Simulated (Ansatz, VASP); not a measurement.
# As: VASP beside Ansatz

```
As
1.0
     1.87975    1.08527    3.48577
    -1.87975    1.08527    3.48577
     0.00000   -2.17055    3.48577
As
2
Direct
  0.22754 0.22754 0.22754
  0.77246 0.77246 0.77246
```

Alike in both runs: task single point; functional PBE; dispersion D3(BJ); k mesh 15 × 15 × 15; occupations gaussian, width 0.15 eV; no spin polarisation.

|  | VASP | Ansatz |
| --- | --- | --- |
| version | VASP 6.6.1 | Ansatz 0.2.0 |
| potentials or method | VASP PAW PBE potentials, release 64 (As_d), cutoff 600 eV | scalar-relativistic, plane waves, PAW |
| valence electrons in the cell | 30 | 30 |

Ansatz gave:

- gap on the k mesh at the Fermi level (eV): none
- pressure (GPa): 0.3
- traceless stress, the component that is largest in VASP (GPa): -0.70
- rms of the force components (eV/Å): 0.128

Q: Which values does VASP return?

A: gap on the k mesh at the Fermi level (eV): none; pressure (GPa): 0.4; traceless stress, the component that is largest in VASP (GPa): -0.71; rms of the force components (eV/Å): 0.135.

Atom by atom the forces differ by 0.007 eV/Å (rms over components). A gap of «none» marks a metal or a gap that the smearing closes.
